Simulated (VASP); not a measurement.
Write the native input for VASP 6.6.1 that does the following.

```
Task                   : electric field gradients
Functional             : LDA
Potentials or basis    : VASP PAW LDA potentials, release 64 (Sn_d, O)
Cutoff                 : 520 eV
k mesh                 : 4 × 4 × 6
Occupations            : fermi-dirac, width 0.03 eV
Spin                   : no spin polarisation
Dipole correction      : no
Further INCAR settings : ALGO = Normal; EDIFF = 1e-08; NBANDS = 35
```

The structure of SnO2 lies in POSCAR:

```
SnO2
1.0
    4.7530888199      0.0000000000      0.0000000000
    0.0000000000      4.7530888199      0.0000000000
    0.0000000000      0.0000000000      3.1969861243
Sn O
2 4
Direct
    0.0000000000      0.0000000000      0.0000000000
    0.5000000000      0.5000000000      0.5000000000
    0.3056200000      0.3056200000      0.0000000000
    0.1943800000      0.8056200000      0.5000000000
    0.6943800000      0.6943800000      0.0000000000
    0.8056200000      0.1943800000      0.5000000000
```

This cell differs from its parent crystal: volume scaled by 1.01.

The input as run:

INCAR

```
PREC     = Accurate       # precision mode
ENCUT    = 520            # plane-wave cutoff, eV
EDIFF    = 1E-8           # SCF threshold, eV
ISMEAR   = -1             # smearing method
SIGMA    = 0.03           # smearing width, eV
LREAL    = False          # projectors in reciprocal space
LASPH    = True           # aspherical terms in the spheres
NELM     = 100            # most SCF steps
ALGO     = Normal         # electronic algorithm
ISIF     = 2              # what is computed and relaxed
LWAVE    = False          # write WAVECAR
LCHARG   = False          # write CHGCAR
LEFG     = True         
NBANDS   = 35             # bands
```

KPOINTS

```
regular mesh
0
Gamma
  4 4 6
```

Potentials or basis: VASP PAW LDA potentials, release 64 (Sn_d, O).

Run with:

```console
$ cat potpaw_LDA.64/Sn_d/POTCAR potpaw_LDA.64/O/POTCAR > POTCAR
$ mpirun -np 1 vasp_std > vasp.out
```

It gave:

The pressure is -2.1 GPa, the largest force is 0.082 eV/Å and the band gap on the k mesh is 1.02 eV, direct.

Caveat: without QUAD_EFG the Cq values of the log hold for a quadrupole moment of 1 mb, not for the nuclei; spin-orbit coupling is left out, which moves the levels of the heavy elements.

Run time: 83 s on 1 thread of Intel Xeon 8259CL (shared host), peak memory 0.18 GiB.
